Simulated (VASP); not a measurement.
Set up this calculation in VASP 6.6.1, as the native input.

| Quantity | Value |
| --- | --- |
| Task | single point |
| Functional | PBEsol |
| Potentials or basis | VASP PAW PBE potentials, release 64 (Co, O) |
| Cutoff | 520 eV |
| k mesh | 16 × 16 × 16 |
| Occupations | gaussian, width 0.1 eV |
| Spin | collinear spin, ferromagnetic start |
| Starting moments | [0.94, 0.08] μB |
| Fixed moment | 1 μB |
| Dipole correction | no |
| Further INCAR settings | ALGO = Normal; EDIFF = 1e-06; NBANDS = 18 |

The structure of CoO lies in POSCAR:

```
CoO
1.0
    0.0000000000      2.1744804960      2.1744804960
    2.1744804960      0.0000000000      2.1744804960
    2.1744804960      2.1744804960      0.0000000000
Co O
1 1
Direct
    0.0000000000      0.0000000000      0.0000000000
    0.2500000000      0.2500000000      0.2500000000
```

One way to write it, as run:

INCAR

```
SYSTEM = CoO
ALGO = Normal ; EDIFF = 1E-6
ENCUT = 520 ; GGA = PS
ISIF = 2 ; ISMEAR = 0
ISPIN = 2 ; LASPH = .TRUE.
LCHARG = .FALSE. ; LMAXMIX = 4
LORBIT = 11 ; LREAL = .FALSE.
LWAVE = .FALSE. ; MAGMOM = 0.94 0.08
NBANDS = 18 ; NELM = 150
NUPDOWN = 1.0 ; PREC = Accurate
SIGMA = 0.1
```

KPOINTS

```
k-points
0
G
  16 16 16
  0 0 0
```

Potentials or basis: VASP PAW PBE potentials, release 64 (Co, O).

Command:

```sh
$ cat potpaw_PBE.64/Co/POTCAR potpaw_PBE.64/O/POTCAR > POTCAR
$ mpirun -np 1 vasp_std > vasp.out
```

It gave:

| Property | Result |
| --- | --- |
| Pressure | -5.2 GPa |
| Net moment | 1.00 μB per cell |
| Site moments | Co +0.91; O +0.07 μB |
| Valence electrons inside the program's atomic spheres | Co 8.28; O 4.97 |

Caveat: the cell stands under tension; the PAW data sets were made with another functional, which shifts forces and pressure a little; the total moment is fixed, so each spin has its own Fermi level; a cell with one magnetic atom can't hold antiferromagnetic order, which such compounds often take.

Run time: 30 s on 1 thread of Intel(R) Xeon(R) 6975P-C (Granite Rapids) (shared host), peak memory 0.21 GiB.
